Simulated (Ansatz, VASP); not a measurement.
## Two plane-wave programs on Re

The input INCAR:

```
  ALGO = Normal
  EDIFF = 1E-7
  EDIFFG = -0.01
  ENCUT = 600
  GGA = PS
  IBRION = 2
  ISIF = 3
  ISMEAR = -1
  IVDW = 12
  LASPH = True
  LCHARG = False
  LREAL = False
  LWAVE = False
  NELM = 60
  NSW = 60
  PREC = Accurate
  SIGMA = 0.05
```

KPOINTS

```
k-points
0
Gamma
  11 11 3
```

File POSCAR:

```
Re
1.0
    2.7663873939      0.0000000000      0.0000000000
   -1.3831936969      2.3957617598      0.0000000000
    0.0000000000      0.0000000000      8.9388451600
Re
4
Direct
    0.6666666667      0.3333333333      0.7500000000
    0.0000000000      0.0000000000      0.5000000000
    0.3333333333      0.6666666667      0.2500000000
    0.0000000000      0.0000000000      0.0000000000
```

Contents of input.yaml:

```yaml
crystal:
  lattice:
    - [2.7663873939, 0.0, 0.0]
    - [-1.3831936969, 2.3957617598, 0.0]
    - [0.0, 0.0, 8.93884516]
  atoms:
    - { symbol: Re, position: [0.6666666667, 0.3333333333, 0.75] }
    - { symbol: Re, position: [0.0, 0.0, 0.5] }
    - { symbol: Re, position: [0.3333333333, 0.6666666667, 0.25] }
    - { symbol: Re, position: [0.0, 0.0, 0.0] }
hamiltonian:
  xc: pbesol
  pseudopotentials: { kind: paw }
  dispersion: d3bj
kpoints:
  mp_grid: { grid: [11, 11, 3] }
scf:
  occupations: { method: fermi_dirac, width: 0.05 }
output:
  forces: true
  stress: true
relax:
  f_tol: 0.01
  max_steps: 40
  cell: { stress_tol: 0.05 }
```

Alike in both runs: task relaxation of cell and atoms; functional PBEsol; dispersion D3(BJ); k mesh 11 × 11 × 3; occupations fermi-dirac, width 0.05 eV; no spin polarisation.

```csv
,VASP,Ansatz
version,VASP 6.6.1,Ansatz 0.2.0
potentials or method,"VASP PAW PBE potentials, release 64 (Re)",Ansatz PAW
plane-wave cutoff (eV),600,420
valence electrons in the cell,28,60
```

Ansatz gave:

| Quantity | Value |
| --- | --- |
| relaxed volume (Å³/atom) | 14.26 |
| relaxed cell length with the largest relative difference (Å) | 2.732 |

Which values does VASP return?

Relaxed volume (Å³/atom): 14.28; relaxed cell length with the largest relative difference (Å): 2.732.

VASP's potentials were made for PBE, not for PBEsol. VASP's potentials hold 28 valence electrons a cell and Ansatz's 60, so a difference there can come from the potentials and not from the codes.

Spin-orbit coupling is off throughout. Noted on VASP's run: too few bands were computed for a metal, which touches its energy and stress. Noted on Ansatz's run: the plane-wave basis is chosen anew once the cell has moved, so the energies of steps on either side of that aren't comparable.
